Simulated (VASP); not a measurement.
# WC in VASP: single point with PBE

Aim: the single point of WC with PBE.

Everything below comes from runs of VASP 6.6.1. Logs are shortened: lines on timing, memory, paths and dates and some standing lists are left out, and cuts for length are marked.

## (1) The cell of the first run

The cell holds a slab with vacuum, 16 atoms: a = 5.792 Å, b = 5.792 Å, c = 16.258 Å, α = 90.00°, β = 90.00°, γ = 120.00°.

## (2) Single point, PBE

INCAR reads:

```
PREC     = Accurate       # precision mode
ENCUT    = 520            # plane-wave cutoff, eV
EDIFF    = 1E-6           # SCF threshold, eV
ISMEAR   = -1             # smearing method
SIGMA    = 0.15           # smearing width, eV
LREAL    = Auto         
LASPH    = True           # aspherical terms in the spheres
NELM     = 100            # most SCF steps
ALGO     = Normal         # electronic algorithm
ISIF     = 2              # what is computed and relaxed
LWAVE    = False          # write WAVECAR
LCHARG   = False          # write CHGCAR
GGA      = PE             # functional
NBANDS   = 86             # bands
```

KPOINTS reads:

```
regular mesh
0
Gamma
  2 2 1
```

POSCAR reads:

```
WC
1.0
    5.7920000000      0.0000000000      0.0000000000
   -2.8960000000      5.0160190000      0.0000000000
    0.0000000000      0.0000000000     16.2583500000
W C
8 8
Direct
    0.0000000000      0.0000000000      0.0615068565
   -0.0241119626     -0.0120015494      0.2373180550
   -0.0000009470      0.4999981061      0.0615068565
   -0.0373670444      0.4885946405      0.2362662878
    0.5000000000      0.0000000000      0.0615068565
    0.4674601815     -0.0168061564      0.2353436849
    0.4999990530      0.4999981061      0.0615068565
    0.4813554694      0.5058393918      0.2352821781
    0.3134110900      0.1454340584      0.1396574683
    0.3103409677      0.1609443664      0.3015619666
    0.3120135702      0.6703323891      0.1484590995
    0.3166040022      0.6646306563      0.3014266515
    0.8015495186      0.1443973797      0.1425790440
    0.8315322124      0.1776707784      0.3092134196
    0.8273848077      0.6790444773      0.1394790984
    0.8216797773      0.6641123170      0.3110401732
```

Potentials or basis: VASP PAW PBE potentials, release 64 (W_sv, C).

Launch:

```sh
cat potpaw_PBE.64/W_sv/POTCAR potpaw_PBE.64/C/POTCAR > POTCAR
mpirun -np 1 vasp_std > vasp.out
```

OUTCAR:

```text
PREC = Accurate
   ENCUT = 520
   EDIFF = 1E-6
   ISMEAR = -1
   LREAL = Auto
   LASPH = True
   NELM = 100
   ISIF = 2
   GGA = PE

 ion  position               nearest neighbor table
   1  0.000  0.000  0.062-   9 2.02  15 2.05  13 2.17   2 2.86   7 2.90   3 2.90   5 2.90   5 2.90
                             3 2.90   7 2.90
   2  0.976  0.988  0.237-  10 1.98  16 2.02  14 2.05  15 2.22  13 2.26   9 2.32   8 2.83   4 2.85
                             1 2.86   6 2.86   6 2.93   4 2.94   8 2.96
   3  1.000  0.500  0.062-  11 2.11  15 2.17  13 2.22   4 2.85   5 2.90   1 2.90   7 2.90   7 2.90
                             1 2.90   5 2.90
   4  0.963  0.489  0.236-  14 1.96  16 2.00  12 2.07  11 2.26  15 2.27  13 2.30   8 2.84   3 2.85
                             2 2.85   6 2.89   6 2.90   2 2.94   8 2.96
   5  0.500  0.000  0.062-  13 2.01   9 2.10  11 2.18   6 2.83   3 2.90   7 2.90   1 2.90   1 2.90
                             7 2.90   3 2.90
   6  0.467  0.983  0.235-  12 1.93  10 2.00  11 2.11  14 2.19   9 2.22  13 2.25   8 2.81   5 2.83
                             2 2.86   4 2.89   4 2.90   2 2.93   8 2.99
   7  0.500  0.500  0.062-  15 2.08   9 2.19  11 2.29   8 2.83   1 2.90   5 2.90   3 2.90   3 2.90
                             5 2.90   1 2.90
   8  0.481  0.506  0.235-  12 1.95  10 2.04  16 2.11  11 2.19  15 2.33   9 2.39   6 2.81   7 2.83
                             2 2.83   4 2.84   4 2.96   2 2.96   6 2.99
   9  0.313  0.145  0.140-   1 2.02   5 2.10   7 2.19   6 2.22   2 2.32   8 2.39
  10  0.310  0.161  0.302-   2 1.98   6 2.00   8 2.04
  11  0.312  0.670  0.148-   3 2.11   6 2.11   5 2.18   8 2.19   4 2.26   7 2.29
  12  0.317  0.665  0.301-   6 1.93   8 1.95   4 2.07
  13  0.802  0.144  0.143-   5 2.01   1 2.17   3 2.22   6 2.25   2 2.26   4 2.30
  14  0.832  0.178  0.309-   4 1.96   2 2.05   6 2.19
  15  0.827  0.679  0.139-   1 2.05   7 2.08   3 2.17   2 2.22   4 2.27   8 2.33
  16  0.822  0.664  0.311-   4 2.00   2 2.02   8 2.11

  LATTYP: Found a hexagonal cell.
 ALAT       =     5.7920000000
 C/A-ratio  =     2.8070355663

  Lattice vectors:

 A1 = (   5.7920000000,   0.0000000000,   0.0000000000)
 A2 = (  -2.8960000000,   5.0160190000,   0.0000000000)
 A3 = (   0.0000000000,   0.0000000000,  16.2583500000)

Analysis of symmetry for initial positions (statically):
=====================================================================
 Subroutine PRICEL returns:
 Original cell was already a primitive cell.

 Routine SETGRP: Setting up the symmetry group for a
 hexagonal supercell.

 Subroutine GETGRP returns: Found  1 space group operations
 (whereof  1 operations were pure point group operations)
 out of a pool of 24 trial point group operations.

The static configuration has the point symmetry C_1 .

Analysis of symmetry for dynamics (positions and initial velocities):
=====================================================================
 Subroutine PRICEL returns:
 Original cell was already a primitive cell.

 Routine SETGRP: Setting up the symmetry group for a
 hexagonal supercell.

 Subroutine GETGRP returns: Found  1 space group operations
 (whereof  1 operations were pure point group operations)
 out of a pool of 24 trial point group operations.

The dynamic configuration has the point symmetry C_1 .

 Subroutine INISYM returns: Found  1 space group operations
 (whereof  1 operations are pure point group operations),
 and found     1 'primitive' translations

----------------------------------------------------------------------------------------

                                     Primitive cell

  volume of cell :     472.3503

  direct lattice vectors                    reciprocal lattice vectors
     5.792000000  0.000000000  0.000000000     0.172651934  0.099680643  0.000000000
    -2.896000000  5.016019000  0.000000000     0.000000000  0.199361286  0.000000000
     0.000000000  0.000000000 16.258350000     0.000000000  0.000000000  0.061506856

  length of vectors
     5.792000000  5.791999880 16.258350000     0.199361282  0.199361286  0.061506856

  position of ions in fractional coordinates (direct lattice)
     0.000000000  0.000000000  0.061506857
     0.975888037  0.987998451  0.237318055
     0.999999053  0.499998106  0.061506857
     0.962632956  0.488594640  0.236266288
     0.500000000  0.000000000  0.061506857
     0.467460182  0.983193844  0.235343685
[... 8 lines left out ...]
     0.827384808  0.679044477  0.139479098
     0.821679777  0.664112317  0.311040173

  ion indices of the primitive-cell ions
   primitive index   ion index
                 1           1
                 2           2
                 3           3
                 4           4
                 5           5
                 6           6
[... 8 lines left out ...]
                15          15
                16          16

----------------------------------------------------------------------------------------

 KPOINTS: regular mesh

Automatic generation of k-mesh.
 Grid dimensions read from file:
 generate k-points for:    2    2    1

 Generating k-lattice:

  Cartesian coordinates                     Fractional coordinates (reciprocal lattice)
     0.086325967  0.049840322  0.000000000     0.500000000  0.000000000  0.000000000
     0.000000000  0.099680643  0.000000000     0.000000000  0.500000000  0.000000000
     0.000000000  0.000000000  0.061506856     0.000000000  0.000000000  1.000000000

  Length of vectors
     0.099680641  0.099680643  0.061506856

  Shift w.r.t. Gamma in fractional coordinates (k-lattice)
     0.000000000  0.000000000  0.000000000

 Subroutine IBZKPT returns following result:
 ===========================================

 Found      4 irreducible k-points:

 Following reciprocal coordinates:
            Coordinates               Weight
  0.000000  0.000000  0.000000      1.000000
  0.500000  0.000000  0.000000      1.000000
  0.000000  0.500000  0.000000      1.000000
  0.500000  0.500000  0.000000      1.000000
   k-points           NKPTS =      4   k-points in BZ     NKDIM =      4   number of bands    NBANDS=     86
   number of dos      NEDOS =    301   number of ions     NIONS =     16
   total plane-waves  NPLWV = 290304
   dimension x,y,z NGX =    48 NGY =   48 NGZ =  126
   dimension x,y,z NGXF=    96 NGYF=   96 NGZF=  252
   ions per type =               8   8
   NGX,Y,Z   is equivalent  to a cutoff of  13.78, 13.78, 12.88 a.u.
   NGXF,Y,Z  is equivalent  to a cutoff of  27.55, 27.55, 25.77 a.u.
 SYSTEM =  unknown system
   PREC   = accura    normal or accurate (medium, high low for compatibility)
   ISTART =      0    job   : 0-new  1-cont  2-samecut
   ICHARG =      2    charge: 1-file 2-atom 10-const
   ISPIN  =      1    spin polarized calculation?
   LNONCOLLINEAR =      F non collinear calculations
   LSORBIT =      F    spin-orbit coupling
   LASPH  =      T    aspherical Exc in radial PAW
   ENCUT  =  520.0 eV  38.22 Ry    6.18 a.u.  10.77 10.77 30.23*2*pi/ulx,y,z
   NELM   =    100;   NELMIN=  2; NELMDL= -5     # of ELM steps
   EDIFF  = 0.1E-05   stopping-criterion for ELM
   LREAL  =      T    real-space projection
   EDIFFG = 0.1E-04   stopping-criterion for IOM
   NSW    =      0    number of steps for IOM
   IBRION =     -1    ionic relax: 0-MD 1-quasi-New 2-CG
   NFREE  =      0    steps in history (QN), initial steepest desc. (CG)
   ISIF   =      2    stress and relaxation
   ISYM   =      2    0-nonsym 1-usesym 2-fastsym
   POTIM  = 0.5000    time-step for ionic-motion
   TEBEG  =    0.0;   TEEND  =   0.0 temperature during run
   PSTRESS=    0.0 pullay stress
   NELECT =     144.0000    total number of electrons
   NUPDOWN=      -1.0000    fix difference up-down
   EMIN   =  10.00;   EMAX   =-10.00  energy-range for DOS
   EFERMI =   0.00;   METHOD = LEGACY
   ISMEAR =    -1;   SIGMA  =   0.15  broadening in eV -4-tet -1-fermi 0-gaus
   EFERMI_NEDOS =   21; number of points for ismear=-14 and -15
   IALGO  =     38    algorithm
   IMIX   =      4    mixing-type and parameters
     AMIX     =   0.40;   BMIX     =  1.00
     AMIX_MAG =   1.60;   BMIX_MAG =  1.00
  volume/ion in A,a.u.               =      29.52       199.22
  Fermi-wavevector in a.u.,A,eV,Ry     =   1.101812  2.082123 16.517340  1.213990
  Thomas-Fermi vector in A             =   2.238245
   LORBIT       =      0    0 simple, 1 ext, 2 COOP (PROOUT), +10 PAW based schemes
   GGA     = PE    functional components
   LHFCALC =     F    Hartree Fock is set to
   AEXX    =    0.0000 exact exchange contribution
   IVDW    =     0    specifies the selected vdW correction
   LEPSILON=     F    determine dielectric tensor
   LRPA    =     F    only Hartree local field effects (RPA)
 non-spin polarized calculation
  energy-cutoff  :      520.00
  volume of cell :      472.35
 maximum number of plane-waves:     12728
 NGX is ok and might be reduce to    48
   NGX = 21   NGY = 21   NGZ = 61

 number of electron     143.9999989 magnetization

 Free energy of the ion-electron system (eV)
  ---------------------------------------------------
  ext. energy  EPLUGINS =         0.00000000
  ---------------------------------------------------
  free energy    TOTEN  =      -161.96246246 eV

  energy without entropy =     -161.45127532  energy(sigma->0) =     -161.70686889

 E-fermi :   0.4634     XC(G=0):  -6.0363

 val. band max:        0.3241090703   @ k =   0.5000   0.0000   0.0000
 cond. band min:       0.5098909598   @ k =   0.0000   0.0000   0.0000
 fundamental gap:      0.1857818896
 Fermi energy:         0.4633874914

 k-point     1 :       0.0000    0.0000    0.0000
  band No.  band energies     occupation
      1     -73.6338      2.00000
      2     -73.5833      2.00000
      3     -73.5664      2.00000
      4     -73.5569      2.00000
      5     -73.3596      2.00000
      6     -73.2962      2.00000
[... 76 lines left out ...]
     83       3.4663      0.00000
     84       3.6385      0.00000

 k-point     2 :       0.5000    0.0000    0.0000
  band No.  band energies     occupation
      1     -73.6145      2.00000
      2     -73.5957      2.00000
      3     -73.5664      2.00000
      4     -73.5641      2.00000
      5     -73.3475      2.00000
      6     -73.3019      2.00000
[... 76 lines left out ...]
     83       2.5203      0.00000
     84       2.6732      0.00000

 k-point     3 :       0.0000    0.5000    0.0000
  band No.  band energies     occupation
      1     -73.6160      2.00000
      2     -73.5906      2.00000
      3     -73.5756      2.00000
      4     -73.5584      2.00000
      5     -73.3480      2.00000
      6     -73.3001      2.00000
[... 76 lines left out ...]
     83       2.4187      0.00000
     84       2.4894      0.00000

 k-point     4 :       0.5000    0.5000    0.0000
  band No.  band energies     occupation
      1     -73.6158      2.00000
      2     -73.5916      2.00000
      3     -73.5741      2.00000
      4     -73.5590      2.00000
      5     -73.3489      2.00000
      6     -73.2915      2.00000
[... 76 lines left out ...]
     83       2.4285      0.00000
     84       2.5061      0.00000
 [bands above 84 left out]

------------------------ aborting loop because EDIFF is reached ----------------------------------------

  FORCE on cell =-STRESS in cart. coord.  units (eV):
  Direction    XX          YY          ZZ          XY          YZ          ZX
  --------------------------------------------------------------------------------------
  -------------------------------------------------------------------------------------
  Total       11.0228465     12.0932167      7.0649849      0.4052637      1.2008722      4.7027195
  in kB       37.3886813     41.0192980     23.9639072      1.3746246      4.0732699     15.9512773
  external PRESSURE =      34.1239622 kB  Pullay stress =       0.0000000 kB

 VOLUME and BASIS-vectors are now :
 -----------------------------------------------------------------------------
  energy-cutoff  :      520.00
  volume of cell :      472.35
      direct lattice vectors                 reciprocal lattice vectors
     5.792000000  0.000000000  0.000000000     0.172651934  0.099680643  0.000000000
    -2.896000000  5.016019000  0.000000000     0.000000000  0.199361286  0.000000000
     0.000000000  0.000000000 16.258350000     0.000000000  0.000000000  0.061506856

 POSITION                                       TOTAL-FORCE (eV/Angst)
 -----------------------------------------------------------------------------------
      0.00000      0.00000      1.00000        -1.018537      0.064711     -1.130668
      2.79110      4.95582      3.85840        -0.685771      0.705612      0.693028
      4.34400      2.50800      1.00000        -0.469090     -0.314504      0.091806
      4.16060      2.45080      3.84130         1.423764      0.562847      0.668819
      2.89600      0.00000      1.00000        -0.825467     -0.668080     -0.993088
     -0.13980      4.93172      3.82630         1.106212      2.917796      1.032588
[... 8 lines left out ...]
      2.82570      3.40610      2.26770        -0.004217     -1.402584      0.420718
      2.83590      3.33120      5.05700        -0.813577     -0.048093     -1.186068
 -----------------------------------------------------------------------------------
    total drift:                                0.006424     -0.024144     -0.022547

  FREE ENERGIE OF THE ION-ELECTRON SYSTEM (eV)
  ---------------------------------------------------
  free  energy   TOTEN  =      -161.9624624583 eV

  energy  without entropy=     -161.4512753161  energy(sigma->0) =     -161.70686889
```

Wall time 5.3 min (1 thread of Intel Xeon 6975P-C (Granite Rapids), shared host); peak memory 0.62 GiB.

Results:

| Property | Result |
| --- | --- |
| Free energy | -161.9625 eV |
| Largest force | 3.287 eV/Å |
| Band gap on the k mesh | zero (bands 72 and 73 overlap by 0.50 eV) |

Forces in eV/Å, atoms in the order of the input:
```
W   -1.019  0.065 -1.131
W   -0.686  0.706  0.693
W   -0.469 -0.315  0.092
W    1.424  0.563  0.669
W   -0.825 -0.668 -0.993
W    1.106  2.918  1.033
W   -0.873 -0.235 -0.220
W    1.282 -2.050  0.868
C    0.031  1.439  0.653
C    0.238  0.787  0.508
C    0.576 -1.041 -2.228
C   -0.552 -0.867  1.590
C    1.029  1.323  0.173
C   -0.444 -1.173 -0.940
C   -0.004 -1.403  0.421
C   -0.814 -0.048 -1.186
```

Caveat: the k points lie up to 0.63 Å⁻¹ apart; spin-orbit coupling is left out, which moves the levels of the heavy elements.
